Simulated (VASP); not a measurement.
# C (R-3m) in VASP: notebook

Runs on C. Level: PBE+D3(BJ). Tasks: single point, relaxation of the atoms.

Everything below comes from runs of VASP 6.6.1. Logs are shortened: lines on timing, memory, paths and dates and some standing lists are left out, and cuts for length are marked.

## (1) The cell of the first run

It takes space group R-3m (No. 166, trigonal). The conventional cell has a = 2.456 Å, b = 2.456 Å, c = 10.041 Å, α = 90.00°, β = 90.00°, γ = 120.00°. C (site symmetry 3m) has 3 C at 1.42 Å within 1.9 Å.

## (2) Single point, PBE+D3(BJ)

INCAR reads:

```
SYSTEM = C
PREC = Accurate
ENCUT = 520
EDIFF = 1E-6
ISMEAR = 0
SIGMA = 0.02
LREAL = .False.
LASPH = .True.
NELM = 60
ALGO = Normal
ISIF = 2
LWAVE = .False.
LCHARG = .False.
GGA = PE
IVDW = 12
NBANDS = 11
```

KPOINTS reads:

```
regular mesh
0
Gamma
  15 15 15
  0 0 0
```

POSCAR reads:

```
C
1.0
    1.2280287114      0.7090027071      3.3470114498
   -1.2280287114      0.7090027071      3.3470114498
    0.0000000000     -1.4180054142      3.3470114498
C
2
Direct
    0.8334032742      0.8334032742      0.8334032742
    0.1665967258      0.1665967258      0.1665967258
```

Potentials or basis: VASP PAW PBE potentials, release 64 (C).

Launch:

```
$ cat potpaw_PBE.64/C/POTCAR > POTCAR
$ mpirun -np 1 vasp_std > vasp.out
```

OUTCAR:

```text
SYSTEM = C
   PREC = Accurate
   ENCUT = 520
   EDIFF = 1E-6
   ISMEAR = 0
   LREAL = .False.
   LASPH = .True.
   NELM = 60
   ISIF = 2
   GGA = PE
   IVDW = 12
 IVDW          = 12

 ion  position               nearest neighbor table
   1  0.833  0.833  0.833-   2 1.42   2 1.42   2 1.42
   2  0.167  0.167  0.167-   1 1.42   1 1.42   1 1.42

  LATTYP: Found a trigonal (rhomboedric) cell.
 ALAT       =     3.6350000000
 COS(alpha) =     0.7717355882

  Lattice vectors:

 A1 = (   1.2280287114,   0.7090027071,   3.3470114498)
 A2 = (  -1.2280287114,   0.7090027071,   3.3470114498)
 A3 = (   0.0000000000,  -1.4180054142,   3.3470114498)

Analysis of symmetry for initial positions (statically):
=====================================================================
 Subroutine PRICEL returns:
 Original cell was already a primitive cell.

 Routine SETGRP: Setting up the symmetry group for a
 trigonal (rhombohedral) supercell.

 Subroutine GETGRP returns: Found 12 space group operations
 (whereof 12 operations were pure point group operations)
 out of a pool of 12 trial point group operations.

The static configuration has the point symmetry D_3d.

Analysis of symmetry for dynamics (positions and initial velocities):
=====================================================================
 Subroutine PRICEL returns:
 Original cell was already a primitive cell.

 Routine SETGRP: Setting up the symmetry group for a
 trigonal (rhombohedral) supercell.

 Subroutine GETGRP returns: Found 12 space group operations
 (whereof 12 operations were pure point group operations)
 out of a pool of 12 trial point group operations.

The dynamic configuration has the point symmetry D_3d.

 Subroutine INISYM returns: Found 12 space group operations
 (whereof 12 operations are pure point group operations),
 and found     1 'primitive' translations

----------------------------------------------------------------------------------------

                                     Primitive cell

  volume of cell :      17.4850

  direct lattice vectors                    reciprocal lattice vectors
     1.228028711  0.709002707  3.347011450     0.407156604  0.235071975  0.099591333
    -1.228028711  0.709002707  3.347011450    -0.407156604  0.235071975  0.099591333
     0.000000000 -1.418005414  3.347011450     0.000000000 -0.470143950  0.099591333

  length of vectors
     3.635000000  3.635000000  3.635000000     0.480576495  0.480576495  0.480576495

  position of ions in fractional coordinates (direct lattice)
     0.833403274  0.833403274  0.833403274
     0.166596726  0.166596726  0.166596726

  ion indices of the primitive-cell ions
   primitive index   ion index
                 1           1
                 2           2

----------------------------------------------------------------------------------------

 KPOINTS: regular mesh

Automatic generation of k-mesh.
 Grid dimensions read from file:
 generate k-points for:   15   15   15

 Generating k-lattice:

  Cartesian coordinates                     Fractional coordinates (reciprocal lattice)
     0.027143774  0.015671465  0.006639422     0.066666667  0.000000000 -0.000000000
    -0.027143774  0.015671465  0.006639422     0.000000000  0.066666667 -0.000000000
     0.000000000 -0.031342930  0.006639422    -0.000000000 -0.000000000  0.066666667

  Length of vectors
     0.032038433  0.032038433  0.032038433

  Shift w.r.t. Gamma in fractional coordinates (k-lattice)
     0.000000000  0.000000000  0.000000000

 Subroutine IBZKPT returns following result:
 ===========================================

 Found    344 irreducible k-points:

 Following reciprocal coordinates:
            Coordinates               Weight
  0.000000  0.000000  0.000000      1.000000
  0.066667  0.000000 -0.000000      6.000000
  0.133333  0.000000 -0.000000      6.000000
  0.200000  0.000000  0.000000      6.000000
  0.266667  0.000000 -0.000000      6.000000
  0.333333  0.000000  0.000000      6.000000
[... 16 lines left out ...]
  0.133333  0.133333 -0.000000      6.000000
  0.200000  0.133333  0.000000     12.000000
 [... further k-points ...]
   k-points           NKPTS =    344   k-points in BZ     NKDIM =    344   number of bands    NBANDS=     11
   number of dos      NEDOS =    301   number of ions     NIONS =      2
   total plane-waves  NPLWV =  21952
   dimension x,y,z NGX =    28 NGY =   28 NGZ =   28
   dimension x,y,z NGXF=    56 NGYF=   56 NGZF=   56
   ions per type =               2
   NGX,Y,Z   is equivalent  to a cutoff of  12.81, 12.81, 12.81 a.u.
   NGXF,Y,Z  is equivalent  to a cutoff of  25.61, 25.61, 25.61 a.u.
 SYSTEM =  C
   PREC   = accura    normal or accurate (medium, high low for compatibility)
   ISTART =      0    job   : 0-new  1-cont  2-samecut
   ICHARG =      2    charge: 1-file 2-atom 10-const
   ISPIN  =      1    spin polarized calculation?
   LNONCOLLINEAR =      F non collinear calculations
   LSORBIT =      F    spin-orbit coupling
   LASPH  =      T    aspherical Exc in radial PAW
   ENCUT  =  520.0 eV  38.22 Ry    6.18 a.u.   6.76  6.76  6.76*2*pi/ulx,y,z
   NELM   =     60;   NELMIN=  2; NELMDL= -5     # of ELM steps
   EDIFF  = 0.1E-05   stopping-criterion for ELM
   LREAL  =      F    real-space projection
   EDIFFG = 0.1E-04   stopping-criterion for IOM
   NSW    =      0    number of steps for IOM
   IBRION =     -1    ionic relax: 0-MD 1-quasi-New 2-CG
   NFREE  =      0    steps in history (QN), initial steepest desc. (CG)
   ISIF   =      2    stress and relaxation
   ISYM   =      2    0-nonsym 1-usesym 2-fastsym
   POTIM  = 0.5000    time-step for ionic-motion
   TEBEG  =    0.0;   TEEND  =   0.0 temperature during run
   PSTRESS=    0.0 pullay stress
   NELECT =       8.0000    total number of electrons
   NUPDOWN=      -1.0000    fix difference up-down
   EMIN   =  10.00;   EMAX   =-10.00  energy-range for DOS
   EFERMI =   0.00;   METHOD = LEGACY
   ISMEAR =     0;   SIGMA  =   0.02  broadening in eV -4-tet -1-fermi 0-gaus
   EFERMI_NEDOS =   21; number of points for ismear=-14 and -15
   IALGO  =     38    algorithm
   IMIX   =      4    mixing-type and parameters
     AMIX     =   0.40;   BMIX     =  1.00
     AMIX_MAG =   1.60;   BMIX_MAG =  1.00
  volume/ion in A,a.u.               =       8.74        59.00
  Fermi-wavevector in a.u.,A,eV,Ry     =   1.261488  2.383867 21.651666  1.591353
  Thomas-Fermi vector in A             =   2.394945
   LORBIT       =      0    0 simple, 1 ext, 2 COOP (PROOUT), +10 PAW based schemes
   GGA     = PE    functional components
   LHFCALC =     F    Hartree Fock is set to
   AEXX    =    0.0000 exact exchange contribution
   IVDW    =    12    specifies the selected vdW correction
   LEPSILON=     F    determine dielectric tensor
   LRPA    =     F    only Hartree local field effects (RPA)
 non-spin polarized calculation
 Gauss-broadening in eV      SIGMA  =   0.02
  energy-cutoff  :      520.00
  volume of cell :       17.48
 maximum number of plane-waves:       482
   NGX = 13   NGY = 13   NGZ = 13

 number of electron       8.0000000 magnetization

 Free energy of the ion-electron system (eV)
  ---------------------------------------------------
  ext. energy  EPLUGINS =         0.00000000
  ---------------------------------------------------
  free energy    TOTEN  =       -18.41883487 eV

  energy without entropy =      -18.41883487  energy(sigma->0) =      -18.41883487

 E-fermi :   4.5160     XC(G=0): -10.3625

 val. band max:        4.4383622592   @ k =  -0.3333   0.3333   0.0000
 cond. band min:       5.0989554196   @ k =  -0.3333   0.3333   0.0000
 fundamental gap:      0.6605931604
 Fermi energy:         4.5160070074

 k-point     1 :       0.0000    0.0000    0.0000
  band No.  band energies     occupation
      1     -14.9772      2.00000
      2      -1.8465      2.00000
      3       1.7702      2.00000
      4       1.7702      2.00000
      5       9.0265      0.00000
      6      13.2095      0.00000
      7      13.2095      0.00000
      8      16.2545      0.00000
      9      17.6644      0.00000
     10      27.6438      0.00000
     11      30.6120      0.00000

 k-point     2 :       0.0667    0.0000   -0.0000
  band No.  band energies     occupation
      1     -14.8689      2.00000
      2      -1.7368      2.00000
      3       1.3443      2.00000
      4       1.5468      2.00000
      5       9.1798      0.00000
      6      13.2721      0.00000
      7      13.6646      0.00000
      8      15.8744      0.00000
      9      17.8528      0.00000
     10      27.9897      0.00000
     11      29.7386      0.00000

 k-point     3 :       0.1333    0.0000   -0.0000
  band No.  band energies     occupation
      1     -14.5453      2.00000
      2      -1.4094      2.00000
      3       0.2105      2.00000
      4       0.9806      2.00000
      5       9.6388      0.00000
      6      13.3241      0.00000
      7      14.8338      0.00000
      8      14.9169      0.00000
      9      18.4542      0.00000
     10      27.6063      0.00000
     11      28.9649      0.00000

 k-point     4 :       0.2000    0.0000    0.0000
  band No.  band energies     occupation
      1     -14.0088      2.00000
      2      -1.3488      2.00000
      3      -0.8684      2.00000
      4       0.2728      2.00000
      5      10.3949      0.00000
      6      13.1621      0.00000
      7      13.4098      0.00000
      8      16.7380      0.00000
      9      19.4067      0.00000
     10      25.6086      0.00000
     11      28.0728      0.00000
[... 239 lines left out ...]
 k-point    22 :      -0.0667    0.0667    0.0000
  band No.  band energies     occupation
      1     -14.6571      2.00000
      2      -1.4830      2.00000
      3       0.6209      2.00000
      4       1.0966      2.00000
      5       9.4133      0.00000
      6      13.4577      0.00000
      7      14.3568      0.00000
      8      15.1584      0.00000
      9      18.2882      0.00000
     10      27.8890      0.00000
     11      28.6127      0.00000

 k-point    23 :       0.1333    0.1333   -0.0000
  band No.  band energies     occupation
      1     -14.5294      2.00000
      2      -1.5434      2.00000
      3       0.2251      2.00000
      4       0.9676      2.00000
      5       9.9216      0.00000
      6      13.2893      0.00000
      7      14.8066      0.00000
      8      14.9192      0.00000
      9      18.4822      0.00000
     10      27.2634      0.00000
     11      28.8875      0.00000

 k-point    24 :       0.2000    0.1333    0.0000
  band No.  band energies     occupation
      1     -14.2000      2.00000
      2      -1.2752      2.00000
      3      -0.6210      2.00000
      4       0.3541      2.00000
      5      10.5064      0.00000
      6      13.5434      0.00000
      7      13.9163      0.00000
      8      15.5643      0.00000
      9      19.2643      0.00000
     10      25.5976      0.00000
     11      29.4290      0.00000

 [... further k-points ...]

------------------------ aborting loop because EDIFF is reached ----------------------------------------

 Edisp (eV)   -0.31377

 E8    (eV) :    -0.0889

  FORCE on cell =-STRESS in cart. coord.  units (eV):
  Direction    XX          YY          ZZ          XY          YZ          ZX
  --------------------------------------------------------------------------------------
  -------------------------------------------------------------------------------------
  Total       0.60959     0.60959     0.00296     0.00000     0.00000     0.00000
  in kB      55.85754    55.85754     0.27151     0.00000     0.00000     0.00000
  external pressure =       37.33 kB  Pullay stress =        0.00 kB

 VOLUME and BASIS-vectors are now :
 -----------------------------------------------------------------------------
  energy-cutoff  :      520.00
  volume of cell :       17.48
      direct lattice vectors                 reciprocal lattice vectors
     1.228028711  0.709002707  3.347011450     0.407156604  0.235071975  0.099591333
    -1.228028711  0.709002707  3.347011450    -0.407156604  0.235071975  0.099591333
     0.000000000 -1.418005414  3.347011450     0.000000000 -0.470143950  0.099591333

 POSITION                                       TOTAL-FORCE (eV/Angst)
 -----------------------------------------------------------------------------------
      0.00000      0.00000      8.36823         0.000000      0.000000     -0.001552
      0.00000      0.00000      1.67280         0.000000     -0.000000      0.001552
 -----------------------------------------------------------------------------------
    total drift:                               -0.000000     -0.000000      0.000000

  FREE ENERGIE OF THE ION-ELECTRON SYSTEM (eV)
  ---------------------------------------------------
  free  energy   TOTEN  =       -18.7326053675 eV

  energy  without entropy=      -18.7326053675  energy(sigma->0) =      -18.73260537
```

It took 77 s on 1 thread of AMD EPYC 7R43 (Zen 3), shared host; peak memory 0.16 GiB.

Results:

| Quantity | Value |
| --- | --- |
| Free energy | -18.7326 eV |
| Pressure | 3.7 GPa |
| Band gap on the k mesh | 0.66 eV, direct |
| Dispersion energy per atom | -0.157 eV |

Levels at points of the mesh, in eV from the valence-band top:
```csv
k point,band 2,band 3,band 4,band 5,band 6,band 7
"(0.00, 0.00, 0.00)",-6.28,-2.67,-2.67,4.59,8.77,8.77
```

A k mesh can miss the band edges.

[end of part 1 of 2]
